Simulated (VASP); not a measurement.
# B (P6/mmm) in VASP: notebook

Runs on B. Level: PBEsol. Tasks: relaxation of cell and atoms, single point.

Everything below comes from runs of VASP 6.6.1. Logs are shortened: lines on timing, memory, paths and dates and some standing lists are left out, and cuts for length are marked.

## 1. The cell of the first run

It takes space group P6/mmm (No. 191, hexagonal). Conventional cell: a = 3.579 Å, b = 3.579 Å, c = 2.194 Å, α = 90.00°, β = 90.00°, γ = 120.00°. Within 2.9 Å of B (site symmetry 6/mmm) lie 14 B at 2.19 to 2.34 Å. B (site symmetry -6m2) has 11 B at 2.07 to 2.34 Å within 2.7 Å.

This isn't the form of B at room conditions, which is rhombohedral.

## 2. Relaxation of cell and atoms, PBEsol

INCAR

```
ALGO = Normal ; EDIFF = 1E-6
EDIFFG = -0.04 ; ENCUT = 600
GGA = PS ; IBRION = 2
ISIF = 3 ; ISMEAR = 0
LASPH = True ; LCHARG = False
LREAL = False ; LWAVE = False
NELM = 60 ; NSW = 90
PREC = Accurate ; SIGMA = 0.1
```

KPOINTS

```
k-points
0
Gamma
  6 6 8
```

POSCAR

```
B
1.0
    3.5789488132      0.0000000000      0.0000000000
   -1.7894744066      3.0994605911      0.0000000000
    0.0000000000      0.0000000000      2.1940512290
B
3
Direct
    0.0000000000      0.0000000000      0.0000000000
    0.3333333333      0.6666666667      0.5000000000
    0.6666666667      0.3333333333      0.5000000000
```

Potentials or basis: VASP PAW PBE potentials, release 64 (B).

Run with:

```sh
$ cat potpaw_PBE.64/B/POTCAR > POTCAR
$ mpirun -np 1 vasp_std > vasp.out
```

OUTCAR:

```text
EDIFF = 1E-6
   EDIFFG = -0.04
   ENCUT = 600
   GGA = PS
   IBRION = 2
   ISIF = 3
   ISMEAR = 0
   LASPH = True
   LREAL = False
   NELM = 60
   NSW = 90
   PREC = Accurate

 ion  position               nearest neighbor table
   1  0.000  0.000  0.000-
   2  0.333  0.667  0.500-   3 2.07   3 2.07   3 2.07
   3  0.667  0.333  0.500-   2 2.07   2 2.07   2 2.07

  LATTYP: Found a hexagonal cell.
 ALAT       =     3.5789488132
 C/A-ratio  =     0.6130434783

  Lattice vectors:

 A1 = (   3.5789488132,   0.0000000000,   0.0000000000)
 A2 = (  -1.7894744066,   3.0994605911,   0.0000000000)
 A3 = (   0.0000000000,   0.0000000000,   2.1940512290)

Analysis of symmetry for initial positions (statically):
=====================================================================
 Subroutine PRICEL returns:
 Original cell was already a primitive cell.

 Routine SETGRP: Setting up the symmetry group for a
 hexagonal supercell.

 Subroutine GETGRP returns: Found 24 space group operations
 (whereof 24 operations were pure point group operations)
 out of a pool of 24 trial point group operations.

The static configuration has the point symmetry D_6h.

Analysis of symmetry for dynamics (positions and initial velocities):
=====================================================================
 Subroutine PRICEL returns:
 Original cell was already a primitive cell.

 Routine SETGRP: Setting up the symmetry group for a
 hexagonal supercell.

 Subroutine GETGRP returns: Found 24 space group operations
 (whereof 24 operations were pure point group operations)
 out of a pool of 24 trial point group operations.

The dynamic configuration has the point symmetry D_6h.

 Subroutine INISYM returns: Found 24 space group operations
 (whereof 24 operations are pure point group operations),
 and found     1 'primitive' translations

----------------------------------------------------------------------------------------

                                     Primitive cell

  volume of cell :      24.3382

  direct lattice vectors                    reciprocal lattice vectors
     3.578948813  0.000000000  0.000000000     0.279411652  0.161318392  0.000000000
    -1.789474407  3.099460591  0.000000000     0.000000000  0.322636785  0.000000000
     0.000000000  0.000000000  2.194051229     0.000000000  0.000000000  0.455777872

  length of vectors
     3.578948813  3.578948813  2.194051229     0.322636785  0.322636785  0.455777872

  position of ions in fractional coordinates (direct lattice)
     0.000000000  0.000000000  0.000000000
     0.333333333  0.666666667  0.500000000
     0.666666667  0.333333333  0.500000000

  ion indices of the primitive-cell ions
   primitive index   ion index
                 1           1
                 2           2
                 3           3

----------------------------------------------------------------------------------------

 KPOINTS: k-points

Automatic generation of k-mesh.
 Grid dimensions read from file:
 generate k-points for:    6    6    8

 Generating k-lattice:

  Cartesian coordinates                     Fractional coordinates (reciprocal lattice)
     0.046568609  0.026886399  0.000000000     0.166666667  0.000000000  0.000000000
     0.000000000  0.053772797  0.000000000     0.000000000  0.166666667  0.000000000
     0.000000000  0.000000000  0.056972234     0.000000000  0.000000000  0.125000000

  Length of vectors
     0.053772797  0.053772797  0.056972234

  Shift w.r.t. Gamma in fractional coordinates (k-lattice)
     0.000000000  0.000000000  0.000000000

 Subroutine IBZKPT returns following result:
 ===========================================

 Found     35 irreducible k-points:

 Following reciprocal coordinates:
            Coordinates               Weight
  0.000000  0.000000  0.000000      1.000000
  0.166667  0.000000  0.000000      6.000000
  0.333333 -0.000000  0.000000      6.000000
  0.500000 -0.000000  0.000000      3.000000
  0.166667  0.166667  0.000000      6.000000
  0.333333  0.166667  0.000000     12.000000
[... 39 lines left out ...]
   IALGO  =     38    algorithm
   IMIX   =      4    mixing-type and parameters
     AMIX     =   0.40;   BMIX     =  1.00
     AMIX_MAG =   1.60;   BMIX_MAG =  1.00
  volume/ion in A,a.u.               =       8.11        54.75
  Fermi-wavevector in a.u.,A,eV,Ry     =   1.175059  2.220539 18.786419  1.380763
  Thomas-Fermi vector in A             =   2.311446
   LORBIT       =      0    0 simple, 1 ext, 2 COOP (PROOUT), +10 PAW based schemes
   GGA     = PS    functional components
   LHFCALC =     F    Hartree Fock is set to
   AEXX    =    0.0000 exact exchange contribution
   IVDW    =     0    specifies the selected vdW correction
   LEPSILON=     F    determine dielectric tensor
   LRPA    =     F    only Hartree local field effects (RPA)
 conjugate gradient relaxation of ions
 non-spin polarized calculation
 Gauss-broadening in eV      SIGMA  =   0.10
  energy-cutoff  :      600.00
  volume of cell :       24.34
 maximum number of plane-waves:       831
 NGX is ok and might be reduce to    30

--------------------------------------- Ionic step        1  -------------------------------------------

 number of electron       9.0000000 magnetization

 Free energy of the ion-electron system (eV)
  ---------------------------------------------------
  ext. energy  EPLUGINS =         0.00000000
  ---------------------------------------------------
  free energy    TOTEN  =       -15.57927233 eV

  energy without entropy =      -15.57462108  energy(sigma->0) =      -15.57694671

------------------------ aborting loop because EDIFF is reached ----------------------------------------

  FORCE on cell =-STRESS in cart. coord.  units (eV):
  Direction    XX          YY          ZZ          XY          YZ          ZX
  --------------------------------------------------------------------------------------
  -------------------------------------------------------------------------------------
  Total       -5.6432691     -5.6432691     -5.7506307     -0.0000000      0.0000000      0.0000000
  in kB     -371.4950016   -371.4950016   -378.5625902     -0.0000000      0.0000000      0.0000000
  external PRESSURE =    -373.8508645 kB  Pullay stress =       0.0000000 kB
[... 96 lines left out ...]
  energy  without entropy=      -16.5422425791  energy(sigma->0) =      -16.54366260

--------------------------------------- Ionic step        4  -------------------------------------------

 number of electron       9.0000000 magnetization

 Free energy of the ion-electron system (eV)
  ---------------------------------------------------
  ext. energy  EPLUGINS =         0.00000000
  ---------------------------------------------------
  free energy    TOTEN  =       -16.54536884 eV

  energy without entropy =      -16.54243815  energy(sigma->0) =      -16.54390350

 E-fermi :   9.7648     XC(G=0): -12.9207

 val. band max:        9.7058936262   @ k =   0.3333   0.3333   0.3750
 cond. band min:       9.9352576561   @ k =   0.0000   0.0000   0.1250
 fundamental gap:      0.2293640299
 Fermi energy:         9.7648165909

 k-point     1 :       0.0000    0.0000    0.0000
  band No.  band energies     occupation
      1      -8.6584      2.00000
      2       5.2232      2.00000
      3       5.2232      2.00000
      4       5.2432      2.00000
      5       5.2432      2.00000
      6      10.1314      0.00000
      7      10.6254      0.00000
      8      17.9255      0.00000
[... 243 lines left out ...]
 k-point    24 :       0.3333   -0.0000    0.3750
  band No.  band energies     occupation
      1      -2.7446      2.00000
      2       1.8469      2.00000
      3       5.2396      2.00000
      4       6.0371      2.00000
      5       8.8469      2.00000
      6      10.9541      0.00000
      7      13.6891      0.00000
      8      14.0015      0.00000

 [... further k-points ...]

------------------------ aborting loop because EDIFF is reached ----------------------------------------

  FORCE on cell =-STRESS in cart. coord.  units (eV):
  Direction    XX          YY          ZZ          XY          YZ          ZX
  --------------------------------------------------------------------------------------
  -------------------------------------------------------------------------------------
  Total        0.0015009      0.0015009     -0.0267948     -0.0000000      0.0000000      0.0000000
  in kB        0.1324205      0.1324205     -2.3640549     -0.0000000      0.0000000      0.0000000
  external PRESSURE =      -0.6997380 kB  Pullay stress =       0.0000000 kB
[... 18 lines left out ...]
  FREE ENERGIE OF THE ION-ELECTRON SYSTEM (eV)
  ---------------------------------------------------
  free  energy   TOTEN  =       -16.5453688409 eV

  energy  without entropy=      -16.5424381523  energy(sigma->0) =      -16.54390350

 reached required accuracy - stopping structural energy minimisation
```

Run time: 16 s. Hardware: 1 thread of Intel Xeon Platinum 8259CL at 2.50GHz (Skylake/Cascade Lake), shared host; peak memory 0.13 GiB.

What came out:

```yaml
Free_energy: -16.5454 eV
Relaxed_volume: 6.05 Å³/atom
Relaxed_cell: a = 3.252 Å, b = 3.252 Å, c = 1.983 Å, α = 90.00°, β = 90.00°, γ = 120.00°
Space_group_after_relaxing_to_0.1_Å: P6/mmm (No. 191)
Energy_gained_by_relaxing: 322.0 meV/atom
Ionic_steps: 4
Pressure_after_relaxing: -0.1 GPa
Band_gap_on_the_k_mesh: zero (an odd number of electrons rules out a gap without spin polarisation)
```

The path:
| step | energy change (eV) | largest force (eV/Å) | pressure (GPa) | volume (Å³) |
| --- | --- | --- | --- | --- |
| 1 | 0.0000 | 0.0000 | -37.39 | 24.34 |
| 2 | -0.9653 | 0.0000 | -1.46 | 18.26 |
| 3 | -0.9658 | 0.0000 | -0.09 | 18.16 |
| 4 | -0.9661 | 0.0000 | -0.07 | 18.16 |

Final structure:
```yaml
crystal:
  lattice:
    - [3.25200, 0.00000, 0.00000]
    - [-1.62600, 2.81631, 0.00000]
    - [0.00000, 0.00000, 1.98277]
  atoms:
    - { symbol: B, position: [0.00000, 0.00000, 0.00000] }
    - { symbol: B, position: [0.33333, 0.66667, 0.50000] }
    - { symbol: B, position: [0.66667, 0.33333, 0.50000] }
```

Levels at points of the mesh, in eV from the Fermi level:
```
           k point  band 3  band 4  band 5  band 6  band 7  band 8
(0.00, 0.00, 0.00)   -4.54   -4.52   -4.52    0.37    0.86    8.16
(0.50, 0.00, 0.00)   -8.97   -4.25    7.23    7.90    8.24    8.35
(0.00, 0.00, 0.50)    0.65    0.65    1.18    2.99    2.99    3.71
(0.50, 0.00, 0.50)   -5.63   -5.26   -1.79    1.25    1.54    2.45
```

Caveat: the volume moved by over 15 % at a fixed basis, so the end points are rough; the PAW data sets were made with another functional, which shifts forces and pressure a little.

## 3. Single point, PBEsol

This run uses another cell than the first one, of the same volume but with other edges.

INCAR

```
PREC = Accurate
ENCUT = 520
EDIFF = 1E-6
ISMEAR = 0
SIGMA = 0.1
LREAL = False
LASPH = True
NELM = 80
ALGO = Normal
ISIF = 2
LWAVE = False
LCHARG = False
GGA = PS
NBANDS = 12
```

KPOINTS

```
Automatic mesh
0
Gamma
  12 12 28
```

POSCAR

```
B
1.0
    4.1872096584      0.0000000000      0.0000000000
   -2.0936048292      3.6262299352      0.0000000000
    0.0000000000      0.0000000000      1.6018654857
B
3
Direct
    0.0000000000      0.0000000000      0.0000000000
    0.3333333333      0.6666666667      0.5000000000
    0.6666666667      0.3333333333      0.5000000000
```

Potentials or basis: VASP PAW PBE potentials, release 64 (B).

Run with:

```sh
$ cat potpaw_PBE.64/B/POTCAR > POTCAR
$ mpirun -np 1 vasp_std > vasp.out
```

It took 34 s on 1 thread of Intel Xeon Platinum 8259CL at 2.50GHz (Skylake/Cascade Lake), shared host; peak memory 0.18 GiB.

The run converged. Its results:

* Free energy: -17.6864 eV
* Pressure: 0.2 GPa
* Band gap on the k mesh: zero (an odd number of electrons rules out a gap without spin polarisation)

Stress tensor (GPa, compression positive):
```
0.03 0.00 0.00
0.00 0.03 0.00
0.00 0.00 0.42
```

Levels at points of the mesh, in eV from the Fermi level:
```tsv
k point	band 2	band 3	band 4	band 5	band 6	band 7
(0.00, 0.00, 0.00)	-6.19	-6.14	-5.04	-5.04	-5.03	-5.03
(0.50, 0.00, 0.00)	-12.38	-7.86	-7.60	0.08	0.08	1.76
(0.00, 0.00, 0.50)	-4.95	-2.93	3.79	6.08	6.08	6.90
(0.50, 0.00, 0.50)	-4.71	-3.99	2.81	4.91	4.92	4.98
```

Caveat: the PAW data sets were made with another functional, which shifts forces and pressure a little.

## 4. Single point, PBEsol

This run uses another cell than the first one: it holds 6 atoms, not 3.

INCAR

```
  ALGO = Normal
  EDIFF = 1E-6
  ENCUT = 520
  GGA = PS
  ISIF = 2
  ISMEAR = 0
  LASPH = True
  LCHARG = False
  LREAL = False
  LWAVE = False
  NBANDS = 18
  NELM = 60
  PREC = Accurate
  SIGMA = 0.1
```

KPOINTS

```
k-points
0
Gamma
  14 6 4
```

POSCAR

```
B
1.0
    0.0000000000      0.0000000000     -1.6018654857
    2.0936048292     -3.6262299352      0.0000000000
   -6.2808144876     -3.6262299352      0.0000000000
B
6
Direct
    0.0000000000      0.5000000000      0.5000000000
    1.0000000000      1.0000000000      1.0000000000
    0.5000000000      0.5000000000      0.8333333333
    0.5000000000      0.0000000000      0.3333333333
    0.5000000000      0.0000000000      0.6666666667
    0.5000000000      0.5000000000      0.1666666667
```

Run with:

```sh
$ cat potpaw_PBE.64/B/POTCAR > POTCAR
$ mpirun -np 1 vasp_std > vasp.out
```

Wall time 38 s (1 thread of Intel Xeon Platinum 8259CL at 2.50GHz (Skylake/Cascade Lake), shared host); peak memory 0.18 GiB.

Results (log left out):

- Free energy: -35.3490 eV
- Pressure: 0.1 GPa
- Band gap on the k mesh: zero (bands 9 and 10 overlap by 10.28 eV)

Stress tensor (GPa, compression positive):
```
 0.95  1.12  0.00
 1.12 -0.34  0.00
 0.00  0.00 -0.19
```

Levels at points of the mesh, in eV from the Fermi level:
| k point | band 6 | band 7 | band 8 | band 9 | band 10 | band 11 | band 12 | band 13 |
| --- | --- | --- | --- | --- | --- | --- | --- | --- |
| (0.00, 0.00, 0.00) | -6.18 | -6.12 | -5.03 | -5.02 | -5.01 | -5.01 | 0.10 | 0.10 |
| (0.50, 0.00, 0.00) | -2.92 | 2.83 | 3.81 | 4.93 | 4.93 | 4.99 | 6.10 | 6.10 |
| (0.00, 0.50, 0.00) | -10.60 | -3.81 | -3.81 | -3.80 | -3.80 | 0.31 | 0.31 | 2.11 |
| (0.50, 0.50, 0.00) | -3.97 | 3.08 | 3.08 | 3.90 | 3.90 | 4.68 | 4.68 | 5.94 |
| (0.00, 0.00, 0.50) | -7.35 | -6.94 | -6.94 | -3.26 | -3.26 | -1.97 | -1.97 | -0.50 |
| (0.50, 0.00, 0.50) | -3.33 | 3.38 | 3.38 | 5.27 | 5.27 | 5.39 | 5.39 | 5.61 |
| (0.00, 0.50, 0.50) | -7.85 | -7.58 | -7.58 | 0.09 | 0.09 | 0.10 | 0.10 | 1.78 |
| (0.50, 0.50, 0.50) | -3.98 | 2.83 | 2.83 | 4.93 | 4.93 | 4.93 | 4.93 | 4.99 |

Caveat: the PAW data sets were made with another functional, which shifts forces and pressure a little.

## 5. Relaxation of cell and atoms, PBEsol

This run uses another cell than the first one, of 8.18 Å³/atom.

INCAR

```
PREC     = Accurate       # precision mode
ENCUT    = 600            # plane-wave cutoff, eV
EDIFF    = 1E-6           # SCF threshold, eV
ISMEAR   = 0              # smearing method
SIGMA    = 0.1            # smearing width, eV
LREAL    = F              # projectors in reciprocal space
LASPH    = T              # aspherical terms in the spheres
NELM     = 80             # most SCF steps
ALGO     = Normal         # electronic algorithm
ISIF     = 3              # what is computed and relaxed
LWAVE    = F              # write WAVECAR
LCHARG   = F              # write CHGCAR
GGA      = PS             # functional
IBRION   = 2              # ionic algorithm
NSW      = 100            # ionic steps
EDIFFG   = -0.01          # ionic threshold
```

KPOINTS

```
Automatic mesh
0
Gamma
  12 12 28
```

POSCAR

```
B
1.0
    4.2073252007      0.0000000000      0.0000000000
   -2.1036626004      3.6436505058      0.0000000000
    0.0000000000      0.0000000000      1.6001490720
B
3
Direct
    0.0000000000      0.0000000000      0.0000000000
    0.3333333333      0.6666666667      0.5000000000
    0.6666666667      0.3333333333      0.5000000000
```

Run with:

```sh
$ cat potpaw_PBE.64/B/POTCAR > POTCAR
$ mpirun -np 1 vasp_std > vasp.out
```

Run time: 85 s. Hardware: 1 thread of Intel Xeon Platinum 8259CL at 2.50GHz (Skylake/Cascade Lake), shared host; peak memory 0.18 GiB.

Results (log left out):

- Free energy: -17.6890 eV
- Relaxed volume: 8.11 Å³/atom
- Relaxed cell: a = 4.187 Å, b = 4.187 Å, c = 1.603 Å, α = 90.00°, β = 90.00°, γ = 120.00°
- Space group after relaxing (to 0.1 Å): P6/mmm (No. 191)
- Energy gained by relaxing: 0.3 meV/atom
- Ionic steps: 5
- Pressure after relaxing: 0.0 GPa
- Band gap on the k mesh: zero (an odd number of electrons rules out a gap without spin polarisation)

Stress tensor (GPa, compression positive):
```
 0.00  0.00  0.00
 0.00  0.00  0.00
 0.00  0.00 -0.14
```

Step by step:
| step | energy change (eV) | largest force (eV/Å) | pressure (GPa) | volume (Å³) |
| --- | --- | --- | --- | --- |
| 1 | 0.0000 | 0.0000 | -0.15 | 24.53 |
| 2 | 0.0000 | 0.0000 | -1.54 | 24.50 |
| 3 | -0.0005 | 0.0000 | -0.87 | 24.52 |
| 4 | -0.0010 | 0.0000 | -0.18 | 24.36 |
| 5 | -0.0010 | 0.0000 | -0.04 | 24.33 |

Final structure:
```cif
data_structure
_symmetry_space_group_name_H-M 'P 1'
_symmetry_Int_Tables_number 1
_cell_length_a 4.1873
_cell_length_b 4.1873
_cell_length_c 1.6025
_cell_angle_alpha 90.000
_cell_angle_beta 90.000
_cell_angle_gamma 120.000
_cell_volume 24.33
loop_
_atom_site_label
_atom_site_type_symbol
_atom_site_fract_x
_atom_site_fract_y
_atom_site_fract_z
_atom_site_occupancy
B1 B 0.00000 0.00000 0.00000 1
B2 B 0.33333 0.66667 0.50000 1
B3 B 0.66667 0.33333 0.50000 1
```

Levels at points of the mesh, in eV from the Fermi level:
```csv
k point,band 2,band 3,band 4,band 5,band 6,band 7
"(0.00, 0.00, 0.00)",-6.19,-6.14,-5.04,-5.04,-5.03,-5.03
"(0.50, 0.00, 0.00)",-12.37,-7.86,-7.59,0.08,0.08,1.76
"(0.00, 0.00, 0.50)",-4.95,-2.93,3.78,6.07,6.07,6.89
"(0.50, 0.00, 0.50)",-4.70,-3.99,2.80,4.90,4.91,4.96
```

Caveat: the PAW data sets were made with another functional, which shifts forces and pressure a little.

## 6. Summary

| task | cell | k mesh | cutoff (eV) | gap on the mesh (eV) | pressure (GPa) | relaxed volume (Å³/atom) |
| --- | --- | --- | --- | --- | --- | --- |
| relaxation of cell and atoms | relaxed from a = 3.579, b = 3.579, c = 2.194 Å, angles 90.0, 90.0, 120.0°, 3 atoms, atomic positions A | 6 × 6 × 8 | 600 | none | -0.1 | 6.05 |
| single point | a = 4.187, b = 4.187, c = 1.602 Å, angles 90.0, 90.0, 120.0°, 3 atoms, atomic positions A | 12 × 12 × 28 | 520 | none | 0.2 | - |
| single point | a = 1.602, b = 4.187, c = 7.252 Å, 6 atoms, atomic positions B | 14 × 6 × 4 | 520 | none | 0.1 | - |
| relaxation of cell and atoms | relaxed from a = 4.207, b = 4.207, c = 1.600 Å, angles 90.0, 90.0, 120.0°, 3 atoms, atomic positions A | 12 × 12 × 28 | 600 | none | 0.0 | 8.11 |

Alike in all rows: level PBEsol; potentials or basis VASP PAW PBE potentials, release 64 (B); no spin polarisation; smearing gaussian 0.1 eV.

Caveats: the PAW data sets were made with another functional, which shifts forces and pressure a little; the volume moved by over 15 % at a fixed basis, so the end points are rough (at least some runs).

Absolute energies hang on the potentials; compare differences alone.
